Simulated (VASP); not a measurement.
# CdF2 (Fm-3m) in VASP: further runs, part 2 of 2

VASP 6.6.1. Earlier steps stand in the parts before.

## 5. Single point, r2SCAN

This run uses another cell than the first one, of 12.77 Å³/atom.

File POSCAR:

```
CdF2
1.0
    0.0000000000      2.6759189183      2.6759189183
    2.6759189183      0.0000000000      2.6759189183
    2.6759189183      2.6759189183      0.0000000000
Cd F
1 2
Direct
    0.0000000000      0.0000000000      0.0000000000
    0.7500000000      0.7500000000      0.7500000000
    0.2500000000      0.2500000000      0.2500000000
```

File INCAR.step1:

```
SYSTEM = CdF2
ALGO = Normal ; EDIFF = 1E-5
ENCUT = 770 ; GGA = PE
GGA_COMPAT = .False. ; ISMEAR = -1
LASPH = .True. ; LCHARG = .False.
LREAL = .False. ; LWAVE = .True.
NBANDS = 24 ; NELM = 120
PREC = Accurate ; SIGMA = 0.05
```

File INCAR.step2:

```
SYSTEM = CdF2
ALGO = Normal ; EDIFF = 1E-6
ENCUT = 770 ; GGA_COMPAT = .False.
ISIF = 2 ; ISMEAR = -1
ISTART = 1 ; LASPH = .True.
LCHARG = .True. ; LELF = .True.
LMIXTAU = .True. ; LREAL = .False.
LVHAR = .True. ; LWAVE = .False.
METAGGA = R2SCAN ; NBANDS = 24
NELM = 120 ; PREC = Accurate
SIGMA = 0.05
```

File KPOINTS:

```
k-points
0
Gamma
  9 9 9
  0 0 0
```

Potentials or basis: VASP PAW PBE potentials, release 64 (Cd_sv_GW, F).

Command:

```sh
> cat potpaw_PBE.64/Cd_sv_GW/POTCAR potpaw_PBE.64/F/POTCAR > POTCAR
> cp INCAR.step1 INCAR
> mpirun -np 1 vasp_std > vasp.out
> cp INCAR.step2 INCAR
> mpirun -np 1 vasp_std > vasp.out
```

OUTCAR:

```text
SYSTEM = CdF2
   EDIFF = 1E-6
   ENCUT = 770
   ISIF = 2
   ISMEAR = -1
   ISTART = 1
   LASPH = .True.
   LREAL = .False.
   METAGGA = R2SCAN
   NELM = 120
   PREC = Accurate

 ion  position               nearest neighbor table
   1  0.000  0.000  0.000-
   2  0.750  0.750  0.750-
   3  0.250  0.250  0.250-

  LATTYP: Found a face centered cubic cell.
 ALAT       =     5.3518378366

  Lattice vectors:

 A1 = (   0.0000000000,   2.6759189183,   2.6759189183)
 A2 = (   2.6759189183,   0.0000000000,   2.6759189183)
 A3 = (   2.6759189183,   2.6759189183,   0.0000000000)

Analysis of symmetry for initial positions (statically):
=====================================================================
 Subroutine PRICEL returns:
 Original cell was already a primitive cell.

 Routine SETGRP: Setting up the symmetry group for a
 face centered cubic supercell.

 Subroutine GETGRP returns: Found 48 space group operations
 (whereof 48 operations were pure point group operations)
 out of a pool of 48 trial point group operations.

The static configuration has the point symmetry O_h .

[... 153 lines left out ...]

 Free energy of the ion-electron system (eV)
  ---------------------------------------------------
  ext. energy  EPLUGINS =         0.00000000
  ---------------------------------------------------
  free energy    TOTEN  =       -33.83968039 eV

  energy without entropy =      -33.83968039  energy(sigma->0) =      -33.83968039

 E-fermi :   1.4273     XC(G=0): -11.3284

 val. band max:        0.2353992867   @ k =  -0.3333   0.4444   0.2222
 cond. band min:       4.1287081873   @ k =   0.0000   0.0000   0.0000
 fundamental gap:      3.8933089006
 Fermi energy:         1.4272791385

 k-point     1 :       0.0000    0.0000    0.0000
  band No.  band energies     occupation
      1    -100.6730      2.00000
      2     -60.8739      2.00000
      3     -60.8739      2.00000
      4     -60.8739      2.00000
      5     -21.7727      2.00000
      6     -20.6582      2.00000
[... 637 lines left out ...]
     23      21.1326      0.00000
     24      22.3484      0.00000

 [... further k-points ...]
[... 5 lines left out ...]
  --------------------------------------------------------------------------------------
  -------------------------------------------------------------------------------------
  Total        0.4765547      0.4765547      0.4765547      0.0000000      0.0000000      0.0000000
  in kB       19.9239056     19.9239056     19.9239056      0.0000000      0.0000000      0.0000000
  external PRESSURE =      19.9239056 kB  Pullay stress =       0.0000000 kB

 VOLUME and BASIS-vectors are now :
 -----------------------------------------------------------------------------
  energy-cutoff  :      770.00
  volume of cell :       38.32
      direct lattice vectors                 reciprocal lattice vectors
     0.000000000  2.675918918  2.675918918    -0.186851700  0.186851700  0.186851700
     2.675918918  0.000000000  2.675918918     0.186851700 -0.186851700  0.186851700
     2.675918918  2.675918918  0.000000000     0.186851700  0.186851700 -0.186851700

 POSITION                                       TOTAL-FORCE (eV/Angst)
 -----------------------------------------------------------------------------------
      0.00000      0.00000      0.00000        -0.000000     -0.000000      0.000000
      4.01388      4.01388      4.01388        -0.000000     -0.000000      0.000000
      1.33796      1.33796      1.33796         0.000000      0.000000     -0.000000
 -----------------------------------------------------------------------------------
    total drift:                               -0.000000      0.000000      0.000000

  FREE ENERGIE OF THE ION-ELECTRON SYSTEM (eV)
  ---------------------------------------------------
  free  energy   TOTEN  =       -33.8396803887 eV

  energy  without entropy=      -33.8396803887  energy(sigma->0) =      -33.83968039
```

OUTCAR.step1:

```text
SYSTEM = CdF2
   EDIFF = 1E-5
   ENCUT = 770
   GGA = PE
   ISMEAR = -1
   LASPH = .True.
   LREAL = .False.
   NELM = 120
[... 870 lines left out ...]
      0.00000      0.00000      0.00000        -0.000000     -0.000000     -0.000000
      4.01388      4.01388      4.01388        -0.000000     -0.000000      0.000000
      1.33796      1.33796      1.33796         0.000000      0.000000      0.000000
 -----------------------------------------------------------------------------------
    total drift:                               -0.000000      0.000000      0.000000

  FREE ENERGIE OF THE ION-ELECTRON SYSTEM (eV)
  ---------------------------------------------------
  free  energy   TOTEN  =       -10.9499254201 eV

  energy  without entropy=      -10.9499254201  energy(sigma->0) =      -10.94992542
```

OSZICAR.step1:

```text
N       E                     dE             d eps       ncg     rms          rms(c)
DAV:   1     0.705752412258E+03    0.70575E+03   -0.24384E+04  1696   0.250E+03
DAV:   2     0.538989183310E+02   -0.65185E+03   -0.59352E+03  1696   0.727E+02
DAV:   3    -0.103778106976E+02   -0.64277E+02   -0.63472E+02  2576   0.254E+02
DAV:   4    -0.125184949261E+02   -0.21407E+01   -0.21401E+01  1928   0.492E+01
DAV:   5    -0.126090398447E+02   -0.90545E-01   -0.90543E-01  2512   0.989E+00    0.130E+01
DAV:   6    -0.109501837242E+02    0.16589E+01   -0.38716E+00  2472   0.475E+01    0.107E+01
DAV:   7    -0.109600628517E+02   -0.98791E-02   -0.46523E-01  1744   0.708E+00    0.711E+00
DAV:   8    -0.109590350002E+02    0.10279E-02   -0.13553E-01  2288   0.659E+00    0.147E+00
DAV:   9    -0.109497351568E+02    0.92998E-02   -0.37139E-02  2576   0.474E+00    0.285E-01
DAV:  10    -0.109498693117E+02   -0.13415E-03   -0.25119E-03  2336   0.624E-01    0.197E-01
DAV:  11    -0.109499221246E+02   -0.52813E-04   -0.35010E-04  2416   0.533E-01    0.477E-02
DAV:  12    -0.109499254201E+02   -0.32955E-05   -0.38404E-05  2040   0.659E-02
   1 F= -.10949925E+02 E0= -.10949925E+02  d E =-.154361E-11
```

It took 2.4 min on 1 thread of Intel Xeon Platinum 8488C (Sapphire Rapids), shared host; peak memory 0.26 GiB.

What came out:

* Free energy: -33.8397 eV
* Pressure: 2.0 GPa
* Band gap on the k mesh: 3.89 eV (least direct gap 4.35 eV)

Caveat: the PAW data sets were made with another functional, which shifts forces and pressure a little; an odd mesh through Γ misses points on the zone boundary, where band edges can lie.

## 6. The runs side by side

| level | spin | cell | k mesh | cutoff (eV) | gap on the mesh (eV) | pressure (GPa) |
| --- | --- | --- | --- | --- | --- | --- |
| PBE | off | a = 3.765 Å, angles 60.0°, 3 atoms | 9 × 9 × 9 | 700 | 3.25 | 9.6 |
| PBE | off | a = 3.784 Å, angles 60.0°, 3 atoms | 9 × 9 × 9 | 700 | 3.19 | 7.5 |
| r2SCAN | non-collinear, zero start, SOC | a = 3.810 Å, angles 60.0°, 3 atoms | 7 × 7 × 7 | 770 | - | -0.4 |
| r2SCAN | off | a = 3.784 Å, angles 60.0°, 3 atoms | 9 × 9 × 9 | 770 | 3.89 | 2.0 |

Alike in all rows: task single point; potentials or basis VASP PAW PBE potentials, release 64 (Cd_sv_GW, F); smearing fermi-dirac 0.05 eV.

Caveats: an odd mesh through Γ misses points on the zone boundary, where band edges can lie (at least some runs); the cell stands under pressure (at least some runs); the PAW data sets were made with another functional, which shifts forces and pressure a little (at least some runs).

Total energies depend on the potentials used, so only differences within one code and one set of settings carry meaning.
